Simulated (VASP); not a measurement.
Write the native input for VASP 6.6.1 that does the following.

```yaml
Task: single point
Functional: LDA
Potentials_or_basis: VASP PAW LDA potentials, release 64 (W_sv, C)
Cutoff: 520 eV
k_mesh: 2 × 2 × 2
Occupations: fermi-dirac, width 0.24 eV
Spin: no spin polarisation
Dipole_correction: no
Further_INCAR_settings: LREAL = Auto; ALGO = Normal; EDIFF = 1e-06; NBANDS = 86
```

The structure of WC lies in POSCAR:

```
WC
1.0
   -3.0399550000     -5.2653570000      0.0000000000
    4.5599330000     -2.6326780000      0.0000000000
    0.0000000000      0.0000000000      5.9480900000
W C
8 8
Direct
    0.7612858022      0.5174800991     -0.0207797797
    0.7467410883      0.5113582382      0.4839872968
    0.4834577652      0.0243183070     -0.0166271862
    0.4720135521      0.0056141083      0.4907121446
    0.2513013457      0.5204999245     -0.0220575008
    0.2534878342      0.5021108005      0.4958062168
   -0.0045688188      0.0119104813     -0.0032279269
    0.0001974450      0.0032895711      0.4813141698
    0.5079236597      0.6742566325      0.2255177713
    0.5042953168      0.7052154209      0.7529812091
    0.2282275861      0.1655729572      0.2269131772
    0.2309977635      0.1783409551      0.7267543026
    0.0027133852      0.6618405510      0.2565697560
   -0.0262529919      0.6721791934      0.7350426776
    0.7503446621      0.1746766909      0.2191459780
    0.7781332847      0.1808996249      0.7067310683
```

The input as run:

INCAR

```
SYSTEM = WC
  ALGO = Normal
  EDIFF = 1E-6
  ENCUT = 520
  GGA = CA
  ISIF = 2
  ISMEAR = -1
  LASPH = .TRUE.
  LCHARG = .TRUE.
  LELF = .TRUE.
  LREAL = Auto
  LVHAR = .TRUE.
  LWAVE = .FALSE.
  NBANDS = 86
  NELM = 100
  PREC = Accurate
  SIGMA = 0.24
```

KPOINTS

```
k-points
0
G
  2 2 2
  0 0 0
```

Potentials or basis: VASP PAW LDA potentials, release 64 (W_sv, C).

Run with:

```bash
$ cat potpaw_LDA.64/W_sv/POTCAR potpaw_LDA.64/C/POTCAR > POTCAR
$ mpirun -np 1 vasp_std > vasp.out
```

Results of the run:

| Quantity | Value |
| --- | --- |
| Pressure | -42.1 GPa |
| Largest force | 2.484 eV/Å |
| Band gap on the k mesh | zero (band 72 reaches 9.61 eV, above the bottom of band 73 at 9.41 eV) |

Caveat: the k points lie up to 0.60 Å⁻¹ apart; spin-orbit coupling is left out, which moves the levels of the heavy elements; forces of over 1 eV/Å act on the atoms, so gaps and moduli don't describe the material at rest.

Wall time 4.4 min on 1 thread of Intel Xeon 6975P-C (shared host), peak memory 0.29 GiB.
